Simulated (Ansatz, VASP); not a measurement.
AlFe: VASP beside Ansatz

```xyz
2
Lattice="2.9343 0.0000 0.0000 0.0000 2.9343 0.0000 0.0000 0.0000 2.6746" Properties=species:S:1:pos:R:3 pbc="T T T"
Al    0.0000    0.0000    0.0000
Fe    1.4671    1.4671    1.3373
```

Alike in both runs: task single point; functional PBEsol; k mesh 18 × 18 × 18; occupations gaussian, width 0.15 eV; collinear spin.

|  | VASP | Ansatz |
| --- | --- | --- |
| version | VASP 6.6.1 | Ansatz 0.2.0 |
| potentials or method | VASP PAW PBE potentials, release 64 (Al, Fe), cutoff 520 eV | scalar-relativistic, plane waves, PAW |
| valence electrons in the cell | 11 | 19 |

Ansatz gave:

| Item | Value |
| --- | --- |
| gap on the k mesh at the Fermi level (eV) | none |
| pressure (GPa) | 1.2 |
| traceless stress, the component that is largest in VASP (GPa) | 8.08 |
| net moment per atom (μB) | 0.37 |
| size of the moment on the site where the two differ most (μB) | 0.76 |

Which values does VASP return?

gap on the k mesh at the Fermi level (eV): none; pressure (GPa): 1.4; traceless stress, the component that is largest in VASP (GPa): 8.21; net moment per atom (μB): 0.36; size of the moment on the site where the two differ most (μB): 0.77.

VASP's potentials were made for PBE, not for PBEsol. Site moments also hang on the region over which each program counts them. A gap of «none» marks a metal or a gap that the smearing closes. VASP's potentials hold 11 valence electrons a cell and Ansatz's 19, so a difference there can come from the potentials and not from the codes.
